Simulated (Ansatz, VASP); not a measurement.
## One calculation of HfB2, two programs

```
Hf B
1.0
     3.11893    0.00000    0.00000
    -1.55946    2.70107    0.00000
     0.00000    0.00000    3.45664
Hf B
1 2
Direct
  0.00000 0.00000 0.00000
  0.33333 0.66667 0.50000
  0.66667 0.33333 0.50000
```

Alike in both runs: task single point; functional r2SCAN; k mesh 10 × 10 × 8; no spin polarisation.

```csv
,VASP,Ansatz
version,VASP 6.6.1,Ansatz 0.2.0
potentials or method,"VASP PAW PBE potentials, release 64 (Hf_pv, B), cutoff 520 eV","plane waves, PAW"
occupations,"methfessel-paxton of order 1, width 0.1 eV","cold, width 0.1 eV"
valence electrons in the cell,16,32
```

Ansatz gave:

```
pressure (GPa)                                                : 4.7
traceless stress, the component that is largest in VASP (GPa) : 0.40
```

Q: Which values does VASP return?

A: Pressure (GPa): 4.2; traceless stress, the component that is largest in VASP (GPa): 0.47.

VASP's potentials were made for PBE, not for r2SCAN. VASP's potentials hold 16 valence electrons a cell and Ansatz's 32, so a difference there can come from the potentials and not from the codes.

Spin-orbit coupling is off throughout.
